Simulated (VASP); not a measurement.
# TaN (P6_3mc) in VASP: a series of runs

The runs below take TaN through single point, with PBE.

Everything below comes from runs of VASP 6.6.1. Logs are shortened: lines on timing, memory, paths and dates and some standing lists are left out, and cuts for length are marked.

**1. The cell of the first run**

The structure is hexagonal, space group P6_3mc (No. 186). The conventional cell has a = 3.050 Å, b = 3.050 Å, c = 4.940 Å, α = 90.00°, β = 90.00°, γ = 120.00°. Ta (site symmetry 3m) has 4 N at 1.85 to 1.90 Å within 2.5 Å. Within 2.5 Å of N (site symmetry 3m) lie 4 Ta at 1.85 to 1.90 Å.

**2. Single point, PBE**

Input file INCAR:

```
PREC = Accurate
ENCUT = 520
EDIFF = 1E-6
ISMEAR = 0
SIGMA = 0.1
LREAL = False
LASPH = True
NELM = 60
ALGO = Normal
ISIF = 2
LWAVE = False
LCHARG = False
GGA = PE
NBANDS = 24
```

Input file KPOINTS:

```
Automatic mesh
0
Gamma
  6 6 2
```

Input file POSCAR:

```
TaN
1.0
    3.0500010905      0.0000000000      0.0000000000
   -1.5250005453      2.6413784260      0.0000000000
    0.0000000000      0.0000000000      4.9400000000
Ta N
2 2
Direct
    0.3333333333      0.6666666667      0.0000000000
    0.6666666667      0.3333333333      0.5000000000
    0.3333333333      0.6666666667      0.3850000000
    0.6666666667      0.3333333333      0.8850000000
```

Potentials or basis: VASP PAW PBE potentials, release 64 (Ta_pv, N).

Launch:

```console
$ cat potpaw_PBE.64/Ta_pv/POTCAR potpaw_PBE.64/N/POTCAR > POTCAR
$ mpirun -np 1 vasp_std > vasp.out
```

OUTCAR:

```text
PREC = Accurate
   ENCUT = 520
   EDIFF = 1E-6
   ISMEAR = 0
   LREAL = False
   LASPH = True
   NELM = 60
   ISIF = 2
   GGA = PE

 ion  position               nearest neighbor table
   1  0.333  0.667  0.000-   4 1.85   4 1.85   4 1.85   3 1.90   2 3.03   2 3.03   2 3.03   2 3.03
                             2 3.03   2 3.03
   2  0.667  0.333  0.500-   3 1.85   3 1.85   3 1.85   4 1.90   1 3.03   1 3.03   1 3.03   1 3.03
                             1 3.03   1 3.03
   3  0.333  0.667  0.385-   2 1.85   2 1.85   2 1.85   1 1.90
   4  0.667  0.333  0.885-   1 1.85   1 1.85   1 1.85   2 1.90

  LATTYP: Found a hexagonal cell.
 ALAT       =     3.0500010905
 C/A-ratio  =     1.6196715520

  Lattice vectors:

 A1 = (   3.0500010905,   0.0000000000,   0.0000000000)
 A2 = (  -1.5250005453,   2.6413784260,   0.0000000000)
 A3 = (   0.0000000000,   0.0000000000,   4.9400000000)

Analysis of symmetry for initial positions (statically):
=====================================================================
 Subroutine PRICEL returns:
 Original cell was already a primitive cell.

 Routine SETGRP: Setting up the symmetry group for a
 hexagonal supercell.

 Subroutine GETGRP returns: Found 12 space group operations
 (whereof  6 operations were pure point group operations)
 out of a pool of 24 trial point group operations.

The static configuration has the point symmetry C_3v.
 The point group associated with its full space group is C_6v.

Analysis of symmetry for dynamics (positions and initial velocities):
=====================================================================
 Subroutine PRICEL returns:
 Original cell was already a primitive cell.

 Routine SETGRP: Setting up the symmetry group for a
 hexagonal supercell.

 Subroutine GETGRP returns: Found 12 space group operations
 (whereof  6 operations were pure point group operations)
 out of a pool of 24 trial point group operations.

The dynamic configuration has the point symmetry C_3v.
 The point group associated with its full space group is C_6v.

 Subroutine INISYM returns: Found 12 space group operations
 (whereof  6 operations are pure point group operations),
 and found     1 'primitive' translations

----------------------------------------------------------------------------------------

                                     Primitive cell

  volume of cell :      39.7977

  direct lattice vectors                    reciprocal lattice vectors
     3.050001090  0.000000000  0.000000000     0.327868735  0.189295103  0.000000000
    -1.525000545  2.641378426  0.000000000     0.000000000  0.378590205  0.000000000
     0.000000000  0.000000000  4.940000000     0.000000000  0.000000000  0.202429150

  length of vectors
     3.050001090  3.050001091  4.940000000     0.378590205  0.378590205  0.202429150

  position of ions in fractional coordinates (direct lattice)
     0.333333333  0.666666667  0.000000000
     0.666666667  0.333333333  0.500000000
     0.333333333  0.666666667  0.385000000
     0.666666667  0.333333333  0.885000000

  ion indices of the primitive-cell ions
   primitive index   ion index
                 1           1
                 2           2
                 3           3
                 4           4

----------------------------------------------------------------------------------------

 KPOINTS: Automatic mesh

Automatic generation of k-mesh.
 Grid dimensions read from file:
 generate k-points for:    6    6    2

 Generating k-lattice:

  Cartesian coordinates                     Fractional coordinates (reciprocal lattice)
     0.054644789  0.031549184  0.000000000     0.166666667  0.000000000  0.000000000
     0.000000000  0.063098368  0.000000000     0.000000000  0.166666667  0.000000000
     0.000000000  0.000000000  0.101214575     0.000000000  0.000000000  0.500000000

  Length of vectors
     0.063098368  0.063098368  0.101214575

  Shift w.r.t. Gamma in fractional coordinates (k-lattice)
     0.000000000  0.000000000  0.000000000

 Subroutine IBZKPT returns following result:
 ===========================================

 Found     14 irreducible k-points:

 Following reciprocal coordinates:
            Coordinates               Weight
  0.000000  0.000000  0.000000      1.000000
  0.166667  0.000000  0.000000      6.000000
  0.333333  0.000000  0.000000      6.000000
  0.500000 -0.000000  0.000000      3.000000
  0.166667  0.166667  0.000000      6.000000
  0.333333  0.166667  0.000000     12.000000
  0.333333  0.333333  0.000000      2.000000
  0.000000  0.000000  0.500000      1.000000
  0.166667  0.000000  0.500000      6.000000
  0.333333  0.000000  0.500000      6.000000
  0.500000 -0.000000  0.500000      3.000000
  0.166667  0.166667  0.500000      6.000000
  0.333333  0.166667  0.500000     12.000000
  0.333333  0.333333  0.500000      2.000000
   k-points           NKPTS =     14   k-points in BZ     NKDIM =     14   number of bands    NBANDS=     24
   number of dos      NEDOS =    301   number of ions     NIONS =      4
   total plane-waves  NPLWV =  23040
   dimension x,y,z NGX =    24 NGY =   24 NGZ =   40
   dimension x,y,z NGXF=    48 NGYF=   48 NGZF=   80
   ions per type =               2   2
   NGX,Y,Z   is equivalent  to a cutoff of  13.08, 13.08, 13.46 a.u.
   NGXF,Y,Z  is equivalent  to a cutoff of  26.16, 26.16, 26.92 a.u.
 SYSTEM =  unknown system
   PREC   = accura    normal or accurate (medium, high low for compatibility)
   ISTART =      0    job   : 0-new  1-cont  2-samecut
   ICHARG =      2    charge: 1-file 2-atom 10-const
   ISPIN  =      1    spin polarized calculation?
   LNONCOLLINEAR =      F non collinear calculations
   LSORBIT =      F    spin-orbit coupling
   LASPH  =      T    aspherical Exc in radial PAW
   ENCUT  =  520.0 eV  38.22 Ry    6.18 a.u.   5.67  5.67  9.19*2*pi/ulx,y,z
   NELM   =     60;   NELMIN=  2; NELMDL= -5     # of ELM steps
   EDIFF  = 0.1E-05   stopping-criterion for ELM
   LREAL  =      F    real-space projection
   EDIFFG = 0.1E-04   stopping-criterion for IOM
   NSW    =      0    number of steps for IOM
   IBRION =     -1    ionic relax: 0-MD 1-quasi-New 2-CG
   NFREE  =      0    steps in history (QN), initial steepest desc. (CG)
   ISIF   =      2    stress and relaxation
   ISYM   =      2    0-nonsym 1-usesym 2-fastsym
   POTIM  = 0.5000    time-step for ionic-motion
   TEBEG  =    0.0;   TEEND  =   0.0 temperature during run
   PSTRESS=    0.0 pullay stress
   NELECT =      32.0000    total number of electrons
   NUPDOWN=      -1.0000    fix difference up-down
   EMIN   =  10.00;   EMAX   =-10.00  energy-range for DOS
   EFERMI =   0.00;   METHOD = LEGACY
   ISMEAR =     0;   SIGMA  =   0.10  broadening in eV -4-tet -1-fermi 0-gaus
   EFERMI_NEDOS =   21; number of points for ismear=-14 and -15
   IALGO  =     38    algorithm
   IMIX   =      4    mixing-type and parameters
     AMIX     =   0.40;   BMIX     =  1.00
     AMIX_MAG =   1.60;   BMIX_MAG =  1.00
  volume/ion in A,a.u.               =       9.95        67.14
  Fermi-wavevector in a.u.,A,eV,Ry     =   1.522319  2.876766 31.530886  2.317455
  Thomas-Fermi vector in A             =   2.630914
   LORBIT       =      0    0 simple, 1 ext, 2 COOP (PROOUT), +10 PAW based schemes
   GGA     = PE    functional components
   LHFCALC =     F    Hartree Fock is set to
   AEXX    =    0.0000 exact exchange contribution
   IVDW    =     0    specifies the selected vdW correction
   LEPSILON=     F    determine dielectric tensor
   LRPA    =     F    only Hartree local field effects (RPA)
 non-spin polarized calculation
 Gauss-broadening in eV      SIGMA  =   0.10
  energy-cutoff  :      520.00
  volume of cell :       39.80
 maximum number of plane-waves:      1088
 NGX is ok and might be reduce to    24
   NGX = 11   NGY = 11   NGZ = 19

 number of electron      32.0000000 magnetization

 Free energy of the ion-electron system (eV)
  ---------------------------------------------------
  ext. energy  EPLUGINS =         0.00000000
  ---------------------------------------------------
  free energy    TOTEN  =       -37.68781983 eV

  energy without entropy =      -37.66848301  energy(sigma->0) =      -37.67815142

 E-fermi :   9.6520     XC(G=0): -13.5469

 val. band max:        9.6303297602   @ k =   0.1667   0.1667   0.5000
 cond. band min:      10.1097416809   @ k =   0.1667   0.1667   0.0000
 fundamental gap:      0.4794119208
 Fermi energy:         9.6520198699

 k-point     1 :       0.0000    0.0000    0.0000
  band No.  band energies     occupation
      1     -26.3667      2.00000
      2     -25.2564      2.00000
      3     -25.2564      2.00000
      4     -25.0658      2.00000
      5     -25.0658      2.00000
      6     -25.0161      2.00000
[... 16 lines left out ...]
     23      16.4700      0.00000
     24      16.4700      0.00000

 k-point     2 :       0.1667    0.0000    0.0000
  band No.  band energies     occupation
      1     -26.2733      2.00000
      2     -25.5188      2.00000
      3     -25.3636      2.00000
      4     -25.3328      2.00000
      5     -25.1105      2.00000
      6     -25.0626      2.00000
[... 16 lines left out ...]
     23      16.4550      0.00000
     24      17.8689      0.00000

 k-point     3 :       0.3333    0.0000    0.0000
  band No.  band energies     occupation
      1     -26.1788      2.00000
      2     -25.9383      2.00000
      3     -25.8388      2.00000
      4     -25.4767      2.00000
      5     -25.2041      2.00000
      6     -25.2010      2.00000
[... 16 lines left out ...]
     23      16.6982      0.00000
     24      18.0288      0.00000

 k-point     4 :       0.5000   -0.0000    0.0000
  band No.  band energies     occupation
      1     -26.3518      2.00000
      2     -26.1555      2.00000
      3     -25.7516      2.00000
      4     -25.5453      2.00000
      5     -25.3299      2.00000
      6     -25.2519      2.00000
[... 16 lines left out ...]
     23      15.8668      0.00000
     24      16.3806      0.00000

 k-point     5 :       0.1667    0.1667    0.0000
  band No.  band energies     occupation
      1     -26.1454      2.00000
      2     -25.7886      2.00000
      3     -25.7720      2.00000
      4     -25.4600      2.00000
      5     -25.2408      2.00000
      6     -25.1566      2.00000
[... 16 lines left out ...]
     23      16.8334      0.00000
     24      18.0899      0.00000

 k-point     6 :       0.3333    0.1667    0.0000
  band No.  band energies     occupation
      1     -26.2241      2.00000
      2     -26.0798      2.00000
      3     -25.7529      2.00000
      4     -25.6535      2.00000
      5     -25.3846      2.00000
      6     -25.3247      2.00000
[... 16 lines left out ...]
     23      16.5595      0.00000
     24      17.5451      0.00000

 k-point     7 :       0.3333    0.3333    0.0000
  band No.  band energies     occupation
      1     -26.0874      2.00000
      2     -26.0874      2.00000
      3     -25.9423      2.00000
      4     -25.5745      2.00000
      5     -25.5163      2.00000
      6     -25.5163      2.00000
[... 16 lines left out ...]
     23      17.4107      0.00000
     24      17.4107      0.00000

 k-point     8 :       0.0000    0.0000    0.5000
  band No.  band energies     occupation
      1     -25.7349      2.00000
      2     -25.7349      2.00000
      3     -25.1617      2.00000
      4     -25.1617      2.00000
      5     -25.1617      2.00000
      6     -25.1617      2.00000
[... 16 lines left out ...]
     23      17.3443      0.00000
     24      17.3443      0.00000

 k-point     9 :       0.1667    0.0000    0.5000
  band No.  band energies     occupation
      1     -25.8249      2.00000
      2     -25.8249      2.00000
      3     -25.3109      2.00000
      4     -25.3109      2.00000
      5     -25.2227      2.00000
      6     -25.2227      2.00000
[... 16 lines left out ...]
     23      17.6997      0.00000
     24      17.7035      0.00000

 k-point    10 :       0.3333    0.0000    0.5000
  band No.  band energies     occupation
      1     -26.1941      2.00000
      2     -26.1941      2.00000
      3     -25.3795      2.00000
      4     -25.3795      2.00000
      5     -25.3422      2.00000
      6     -25.3422      2.00000
[... 16 lines left out ...]
     23      17.1801      0.00000
     24      17.1801      0.00000

 k-point    11 :       0.5000   -0.0000    0.5000
  band No.  band energies     occupation
      1     -26.4091      2.00000
      2     -26.4091      2.00000
      3     -25.4007      2.00000
      4     -25.4007      2.00000
      5     -25.3664      2.00000
      6     -25.3664      2.00000
[... 16 lines left out ...]
     23      15.6043      0.00000
     24      15.6043      0.00000

 k-point    12 :       0.1667    0.1667    0.5000
  band No.  band energies     occupation
      1     -26.0577      2.00000
      2     -26.0577      2.00000
      3     -25.4149      2.00000
      4     -25.4149      2.00000
      5     -25.3134      2.00000
      6     -25.3134      2.00000
[... 16 lines left out ...]
     23      17.9943      0.00000
     24      17.9943      0.00000

 k-point    13 :       0.3333    0.1667    0.5000
  band No.  band energies     occupation
      1     -26.3126      2.00000
      2     -26.3126      2.00000
      3     -25.5672      2.00000
      4     -25.5672      2.00000
      5     -25.3130      2.00000
      6     -25.3130      2.00000
[... 16 lines left out ...]
     23      17.1312      0.00000
     24      17.1312      0.00000

 k-point    14 :       0.3333    0.3333    0.5000
  band No.  band energies     occupation
      1     -26.2850      2.00000
      2     -26.2850      2.00000
      3     -25.7619      2.00000
      4     -25.7619      2.00000
      5     -25.2917      2.00000
      6     -25.2917      2.00000
[... 16 lines left out ...]
     23      17.3935      0.00000
     24      17.3935      0.00000

------------------------ aborting loop because EDIFF is reached ----------------------------------------

  FORCE on cell =-STRESS in cart. coord.  units (eV):
  Direction    XX          YY          ZZ          XY          YZ          ZX
  --------------------------------------------------------------------------------------
  -------------------------------------------------------------------------------------
  Total       37.1004174     37.1004174     31.0535856     -0.0000000      0.0000000      0.0000000
  in kB     1493.5914127   1493.5914128   1250.1575990     -0.0000000      0.0000000      0.0000000
  external PRESSURE =    1412.4468081 kB  Pullay stress =       0.0000000 kB

 VOLUME and BASIS-vectors are now :
 -----------------------------------------------------------------------------
  energy-cutoff  :      520.00
  volume of cell :       39.80
      direct lattice vectors                 reciprocal lattice vectors
     3.050001090  0.000000000  0.000000000     0.327868735  0.189295103  0.000000000
    -1.525000545  2.641378426  0.000000000     0.000000000  0.378590205  0.000000000
     0.000000000  0.000000000  4.940000000     0.000000000  0.000000000  0.202429150

 POSITION                                       TOTAL-FORCE (eV/Angst)
 -----------------------------------------------------------------------------------
     -0.00000      1.76092      0.00000        -0.000000      0.000000      2.392734
      1.52500      0.88046      2.47000         0.000000      0.000000      2.392734
     -0.00000      1.76092      1.90190         0.000000     -0.000000     -2.392734
      1.52500      0.88046      4.37190        -0.000000      0.000000     -2.392734
 -----------------------------------------------------------------------------------
    total drift:                               -0.000000      0.000000      0.000443

  FREE ENERGIE OF THE ION-ELECTRON SYSTEM (eV)
  ---------------------------------------------------
  free  energy   TOTEN  =       -37.6878198255 eV

  energy  without entropy=      -37.6684830102  energy(sigma->0) =      -37.67815142
```

It took 15 s on 1 thread of Intel Xeon 8259CL, shared host; peak memory 0.16 GiB.

Results:

* Free energy: -37.6878 eV
* Pressure: 141.2 GPa
* Largest force: 2.393 eV/Å
* Band gap on the k mesh: zero (bands 16 and 17 overlap by 2.86 eV)

Forces in eV/Å, atoms in the order of the input:
```
Ta   0.000  0.000  2.393
Ta   0.000  0.000  2.393
N    0.000  0.000 -2.393
N    0.000  0.000 -2.393
```

Stress tensor (GPa, compression positive):
```
149.36   0.00   0.00
  0.00 149.36   0.00
  0.00   0.00 125.02
```

Caveat: the k points lie up to 0.64 Å⁻¹ apart, too coarse for converged energies and pressures of a metal; spin-orbit coupling is left out, which moves the levels of the heavy elements; forces of over 1 eV/Å act on the atoms, so gaps and moduli don't describe the material at rest.

[end of part 1 of 2]
